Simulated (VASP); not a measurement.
# Bi2Te3 (R-3m) in VASP: relaxation of shape and atoms at fixed volume with PBEsol

Aim: the relaxation of shape and atoms at fixed volume of Bi2Te3 with PBEsol.

All numbers are computed with VASP 6.6.1; they aren't measurements. Logs are shortened: lines on timing, memory, paths and dates and some standing lists are left out, and cuts for length are marked.

## Step 1: The cell of the first run

The structure is trigonal, space group R-3m (No. 166). The conventional cell has a = 4.337 Å, b = 4.337 Å, c = 30.002 Å, α = 90.00°, β = 90.00°, γ = 120.00°. Within 4.0 Å of Bi (site symmetry 3m) lie 6 Te at 3.03 to 3.20 Å. Within 4.5 Å of Te (site symmetry -3m) lie 6 Bi at 3.20 Å and 12 Te at 4.34 to 4.47 Å. Within 4.0 Å of Te (site symmetry 3m) lie 3 Bi at 3.03 Å and 3 Te at 3.61 Å.

## Step 2: Relaxation of shape and atoms at fixed volume, PBEsol (32.59 Å³/atom)

Contents of INCAR:

```
ALGO = Normal
EDIFF = 1E-7
EDIFFG = -0.01
ENCUT = 500
GGA = PS
GGA_COMPAT = False
IBRION = 2
ISIF = 4
ISMEAR = 0
LASPH = True
LCHARG = False
LREAL = False
LWAVE = False
NELM = 120
NELMIN = 4
NSW = 50
PREC = Accurate
SIGMA = 0.01
```

Contents of KPOINTS:

```
k-points
0
Gamma
  9 9 9
```

Contents of POSCAR:

```
Bi2Te3
1.0
    2.1687052311      1.2521025490     10.0008090043
   -2.1687052311      1.2521025490     10.0008090043
    0.0000000000     -2.5042050980     10.0008090043
Bi Te
2 3
Direct
    0.3998550984      0.3998550984      0.3998550984
    0.6001449016      0.6001449016      0.6001449016
    0.0000000000      0.0000000000      0.0000000000
    0.2099734956      0.2099734956      0.2099734956
    0.7900265044      0.7900265044      0.7900265044
```

Potentials or basis: VASP PAW PBE potentials, release 64 (Bi_d, Te).

Run with:

```bash
$ cat potpaw_PBE.64/Bi_d/POTCAR potpaw_PBE.64/Te/POTCAR > POTCAR
$ mpirun -np 1 vasp_std > vasp.out
```

OUTCAR:

```text
EDIFF = 1E-7
   EDIFFG = -0.01
   ENCUT = 500
   GGA = PS
   IBRION = 2
   ISIF = 4
   ISMEAR = 0
   LASPH = True
   LREAL = False
   NELM = 120
   NELMIN = 4
   NSW = 50
   PREC = Accurate

 ion  position               nearest neighbor table
   1  0.400  0.400  0.400-   5 3.03   5 3.03   5 3.03   3 3.20   3 3.20   3 3.20
   2  0.600  0.600  0.600-   4 3.03   4 3.03   4 3.03   3 3.20   3 3.20   3 3.20
   3  0.000  0.000  0.000-   2 3.20   2 3.20   1 3.20   1 3.20   2 3.20   1 3.20
   4  0.210  0.210  0.210-   2 3.03   2 3.03   2 3.03   5 3.61   5 3.61   5 3.61
   5  0.790  0.790  0.790-   1 3.03   1 3.03   1 3.03   4 3.61   4 3.61   4 3.61

  LATTYP: Found a trigonal (rhomboedric) cell.
 ALAT       =    10.3095695309
 COS(alpha) =     0.9114986316

  Lattice vectors:

 A1 = (   2.1687052311,   1.2521025490,  10.0008090043)
 A2 = (  -2.1687052311,   1.2521025490,  10.0008090043)
 A3 = (   0.0000000000,  -2.5042050980,  10.0008090043)

Analysis of symmetry for initial positions (statically):
=====================================================================
 Subroutine PRICEL returns:
 Original cell was already a primitive cell.

 Routine SETGRP: Setting up the symmetry group for a
 trigonal (rhombohedral) supercell.

 Subroutine GETGRP returns: Found 12 space group operations
 (whereof 12 operations were pure point group operations)
 out of a pool of 12 trial point group operations.

The static configuration has the point symmetry D_3d.

Analysis of symmetry for dynamics (positions and initial velocities):
=====================================================================
 Subroutine PRICEL returns:
 Original cell was already a primitive cell.

 Routine SETGRP: Setting up the symmetry group for a
 trigonal (rhombohedral) supercell.

 Subroutine GETGRP returns: Found 12 space group operations
 (whereof 12 operations were pure point group operations)
 out of a pool of 12 trial point group operations.

The dynamic configuration has the point symmetry D_3d.

 Subroutine INISYM returns: Found 12 space group operations
 (whereof 12 operations are pure point group operations),
 and found     1 'primitive' translations

----------------------------------------------------------------------------------------

                                     Primitive cell

  volume of cell :     162.9397

  direct lattice vectors                    reciprocal lattice vectors
     2.168705231  1.252102549 10.000809004     0.230552310  0.133109438  0.033330637
    -2.168705231  1.252102549 10.000809004    -0.230552310  0.133109438  0.033330637
     0.000000000 -2.504205098 10.000809004     0.000000000 -0.266218876  0.033330637

  length of vectors
    10.309569531 10.309569531 10.309569531     0.268297263  0.268297263  0.268297263

  position of ions in fractional coordinates (direct lattice)
     0.399855098  0.399855098  0.399855098
     0.600144902  0.600144902  0.600144902
     0.000000000  0.000000000  0.000000000
     0.209973496  0.209973496  0.209973496
     0.790026504  0.790026504  0.790026504

  ion indices of the primitive-cell ions
   primitive index   ion index
                 1           1
                 2           2
                 3           3
                 4           4
                 5           5

----------------------------------------------------------------------------------------

 KPOINTS: k-points

Automatic generation of k-mesh.
 Grid dimensions read from file:
 generate k-points for:    9    9    9

 Generating k-lattice:

  Cartesian coordinates                     Fractional coordinates (reciprocal lattice)
     0.025616923  0.014789938  0.003703404     0.111111111 -0.000000000 -0.000000000
    -0.025616923  0.014789938  0.003703404    -0.000000000  0.111111111 -0.000000000
     0.000000000 -0.029579875  0.003703404    -0.000000000 -0.000000000  0.111111111

  Length of vectors
     0.029810807  0.029810807  0.029810807

  Shift w.r.t. Gamma in fractional coordinates (k-lattice)
     0.000000000  0.000000000  0.000000000

 Subroutine IBZKPT returns following result:
 ===========================================

 Found     85 irreducible k-points:

 Following reciprocal coordinates:
            Coordinates               Weight
  0.000000  0.000000  0.000000      1.000000
  0.111111 -0.000000  0.000000      6.000000
  0.222222  0.000000  0.000000      6.000000
  0.333333 -0.000000  0.000000      6.000000
  0.444444  0.000000  0.000000      6.000000
  0.111111  0.111111  0.000000      6.000000
[... 16 lines left out ...]
 -0.333333  0.333333  0.000000      6.000000
  0.444444  0.444444  0.000000      6.000000
 [... further k-points ...]
   k-points           NKPTS =     85   k-points in BZ     NKDIM =     85   number of bands    NBANDS=     28
   number of dos      NEDOS =    301   number of ions     NIONS =      5
   total plane-waves  NPLWV = 512000
   dimension x,y,z NGX =    80 NGY =   80 NGZ =   80
   dimension x,y,z NGXF=   160 NGYF=  160 NGZF=  160
   ions per type =               2   3
   NGX,Y,Z   is equivalent  to a cutoff of  12.90, 12.90, 12.90 a.u.
   NGXF,Y,Z  is equivalent  to a cutoff of  25.80, 25.80, 25.80 a.u.
 SYSTEM =  unknown system
   PREC   = accura    normal or accurate (medium, high low for compatibility)
   ISTART =      0    job   : 0-new  1-cont  2-samecut
   ICHARG =      2    charge: 1-file 2-atom 10-const
   ISPIN  =      1    spin polarized calculation?
   LNONCOLLINEAR =      F non collinear calculations
   LSORBIT =      F    spin-orbit coupling
   LASPH  =      T    aspherical Exc in radial PAW
   ENCUT  =  500.0 eV  36.75 Ry    6.06 a.u.  18.80 18.80 18.80*2*pi/ulx,y,z
   NELM   =    120;   NELMIN=  4; NELMDL= -5     # of ELM steps
   EDIFF  = 0.1E-06   stopping-criterion for ELM
   LREAL  =      F    real-space projection
   EDIFFG = -.1E-01   stopping-criterion for IOM
   NSW    =     50    number of steps for IOM
   IBRION =      2    ionic relax: 0-MD 1-quasi-New 2-CG
   NFREE  =      1    steps in history (QN), initial steepest desc. (CG)
   ISIF   =      4    stress and relaxation
   ISYM   =      2    0-nonsym 1-usesym 2-fastsym
   POTIM  = 0.5000    time-step for ionic-motion
   TEBEG  =    0.0;   TEEND  =   0.0 temperature during run
   PSTRESS=    0.0 pullay stress
   NELECT =      48.0000    total number of electrons
   NUPDOWN=      -1.0000    fix difference up-down
   EMIN   =  10.00;   EMAX   =-10.00  energy-range for DOS
   EFERMI =   0.00;   METHOD = LEGACY
   ISMEAR =     0;   SIGMA  =   0.01  broadening in eV -4-tet -1-fermi 0-gaus
   EFERMI_NEDOS =   21; number of points for ismear=-14 and -15
   IALGO  =     38    algorithm
   IMIX   =      4    mixing-type and parameters
     AMIX     =   0.40;   BMIX     =  1.00
     AMIX_MAG =   1.60;   BMIX_MAG =  1.00
  volume/ion in A,a.u.               =      32.59       219.91
  Fermi-wavevector in a.u.,A,eV,Ry     =   1.089297  2.058473 16.144237  1.186568
  Thomas-Fermi vector in A             =   2.225497
   LORBIT       =      0    0 simple, 1 ext, 2 COOP (PROOUT), +10 PAW based schemes
   GGA     = PS    functional components
   LHFCALC =     F    Hartree Fock is set to
   AEXX    =    0.0000 exact exchange contribution
   IVDW    =     0    specifies the selected vdW correction
   LEPSILON=     F    determine dielectric tensor
   LRPA    =     F    only Hartree local field effects (RPA)
 conjugate gradient relaxation of ions
 non-spin polarized calculation
 Gauss-broadening in eV      SIGMA  =   0.01
  energy-cutoff  :      500.00
  volume of cell :      162.94
 maximum number of plane-waves:      4158
 NGX is ok and might be reduce to    80
   NGX = 37   NGY = 37   NGZ = 37

--------------------------------------- Ionic step        1  -------------------------------------------

 number of electron      48.0000004 magnetization

 Free energy of the ion-electron system (eV)
  ---------------------------------------------------
  ext. energy  EPLUGINS =         0.00000000
  ---------------------------------------------------
  free energy    TOTEN  =       -20.26921765 eV

  energy without entropy =      -20.26921765  energy(sigma->0) =      -20.26921765

------------------------ aborting loop because EDIFF is reached ----------------------------------------

  FORCE on cell =-STRESS in cart. coord.  units (eV):
  Direction    XX          YY          ZZ          XY          YZ          ZX
  --------------------------------------------------------------------------------------
  -------------------------------------------------------------------------------------
  Total        1.7488514      1.7488514      1.8460364      0.0000000     -0.0000000      0.0000000
  in kB       17.1963665     17.1963665     18.1519811      0.0000000     -0.0000000      0.0000000
  external PRESSURE =      17.5149047 kB  Pullay stress =       0.0000000 kB

 VOLUME and BASIS-vectors are now :
 -----------------------------------------------------------------------------
  energy-cutoff  :      500.00
  volume of cell :      162.94
      direct lattice vectors                 reciprocal lattice vectors
     2.168705231  1.252102549 10.000809004     0.230552310  0.133109438  0.033330637
    -2.168705231  1.252102549 10.000809004    -0.230552310  0.133109438  0.033330637
     0.000000000 -2.504205098 10.000809004     0.000000000 -0.266218876  0.033330637
[... 235 lines left out ...]
 POSITION                                       TOTAL-FORCE (eV/Angst)
 -----------------------------------------------------------------------------------
     -0.00000      0.00000     11.98339        -0.000000     -0.000000      0.008414
     -0.00000      0.00000     17.94218         0.000000      0.000000     -0.008414
     -0.00000      0.00000      0.00000         0.000000      0.000000     -0.000000
     -0.00000      0.00000      6.23063        -0.000000     -0.000000      0.012248
     -0.00000      0.00000     23.69495         0.000000      0.000000     -0.012248
 -----------------------------------------------------------------------------------
    total drift:                                0.000000     -0.000000      0.000000

  FREE ENERGIE OF THE ION-ELECTRON SYSTEM (eV)
  ---------------------------------------------------
  free  energy   TOTEN  =       -20.2789212131 eV

  energy  without entropy=      -20.2789212131  energy(sigma->0) =      -20.27892121

--------------------------------------- Ionic step        8  -------------------------------------------

 number of electron      48.0000000 magnetization

 Free energy of the ion-electron system (eV)
  ---------------------------------------------------
  ext. energy  EPLUGINS =         0.00000000
  ---------------------------------------------------
  free energy    TOTEN  =       -20.27902205 eV

  energy without entropy =      -20.27902205  energy(sigma->0) =      -20.27902205

 E-fermi :   6.6586     XC(G=0):  -9.6696

 val. band max:        6.5987130605   @ k =   0.0000   0.0000   0.0000
 cond. band min:       6.7725427035   @ k =   0.0000   0.0000   0.0000
 fundamental gap:      0.1738296430
 Fermi energy:         6.6586465483

 k-point     1 :       0.0000    0.0000    0.0000
  band No.  band energies     occupation
      1     -16.5826      2.00000
      2     -16.5826      2.00000
      3     -16.5808      2.00000
      4     -16.5808      2.00000
      5     -16.5720      2.00000
      6     -16.5704      2.00000
[... 20 lines left out ...]
     27       7.1026      0.00000
[... 691 lines left out ...]
      6     -16.5708      2.00000
[... 20 lines left out ...]
     27       8.6696      0.00000
     28       9.2415      0.00000

 [... further k-points ...]

------------------------ aborting loop because EDIFF is reached ----------------------------------------

  FORCE on cell =-STRESS in cart. coord.  units (eV):
  Direction    XX          YY          ZZ          XY          YZ          ZX
  --------------------------------------------------------------------------------------
  -------------------------------------------------------------------------------------
  Total        1.2323925      1.2323925      1.2167156      0.0000000     -0.0000000     -0.0000000
  in kB       12.1180517     12.1180517     11.9639019      0.0000000     -0.0000000     -0.0000000
  external PRESSURE =      12.0666684 kB  Pullay stress =       0.0000000 kB

 VOLUME and BASIS-vectors are now :
 -----------------------------------------------------------------------------
  energy-cutoff  :      500.00
  volume of cell :      162.94
      direct lattice vectors                 reciprocal lattice vectors
     2.173182673  1.254687601  9.959641816     0.230077299  0.132835191  0.033468406
    -2.173182673  1.254687601  9.959641816    -0.230077299  0.132835191  0.033468406
    -0.000000000 -2.509375202  9.959641816     0.000000000 -0.265670381  0.033468406

 POSITION                                       TOTAL-FORCE (eV/Angst)
 -----------------------------------------------------------------------------------
     -0.00000      0.00000     11.96550         0.000000      0.000000     -0.006340
     -0.00000      0.00000     17.91342        -0.000000     -0.000000      0.006340
      0.00000      0.00000      0.00000        -0.000000      0.000000      0.000000
     -0.00000      0.00000      6.22252         0.000000      0.000000     -0.005950
     -0.00000      0.00000     23.65641        -0.000000      0.000000      0.005950
 -----------------------------------------------------------------------------------
    total drift:                               -0.000000     -0.000000      0.000000

  FREE ENERGIE OF THE ION-ELECTRON SYSTEM (eV)
  ---------------------------------------------------
  free  energy   TOTEN  =       -20.2790220535 eV

  energy  without entropy=      -20.2790220535  energy(sigma->0) =      -20.27902205

 reached required accuracy - stopping structural energy minimisation
```

Wall time 2.1 h (1 thread of Intel Xeon 6975P-C (Granite Rapids), shared host); peak memory 1.2 GiB.

What came out:

```
Free energy                  : -20.2790 eV
Energy gained by relaxing    : 2.0 meV/atom
Ionic steps                  : 8
Pressure after relaxing      : 1.2 GPa
Largest force after relaxing : 0.006 eV/Å
Band gap on the k mesh       : 0.17 eV
```

Forces on the atoms (eV/Å):
```
Bi   0.000  0.000 -0.006
Bi   0.000  0.000  0.006
Te   0.000  0.000  0.000
Te   0.000  0.000 -0.006
Te   0.000  0.000  0.006
```

The path:
```tsv
step	energy change (eV)	largest force (eV/Å)	pressure (GPa)	volume (Å³)
1	0.0000	0.2230	1.75	162.94
2	-0.0042	0.1322	1.58	162.94
3	-0.0056	0.1019	1.41	162.94
4	-0.0069	0.0853	1.37	162.94
5	-0.0093	0.0362	1.24	162.94
6	-0.0075	0.0590	1.02	162.94
7	-0.0097	0.0122	1.18	162.94
8	-0.0098	0.0063	1.21	162.94
```

Final structure:
```
CELL_PARAMETERS angstrom
2.17318 1.25469 9.95964
-2.17318 1.25469 9.95964
0.00000 -2.50938 9.95964
ATOMIC_POSITIONS crystal
Bi 0.40047 0.40047 0.40047
Bi 0.59953 0.59953 0.59953
Te 0.00000 0.00000 0.00000
Te 0.20826 0.20826 0.20826
Te 0.79174 0.79174 0.79174
```

Levels at points of the mesh, in eV from the valence-band top:
```tsv
k point	band 20	band 21	band 22	band 23	band 24	band 25	band 26	band 27	band 28
(0.00, 0.00, 0.00)	-1.87	-1.87	-0.95	-0.95	0.00	0.17	0.50	0.50	1.93
```

Caveat: the PAW data sets were made with another functional, which shifts forces and pressure a little; spin-orbit coupling is left out, which moves the levels of the heavy elements. A k mesh can miss the band edges.
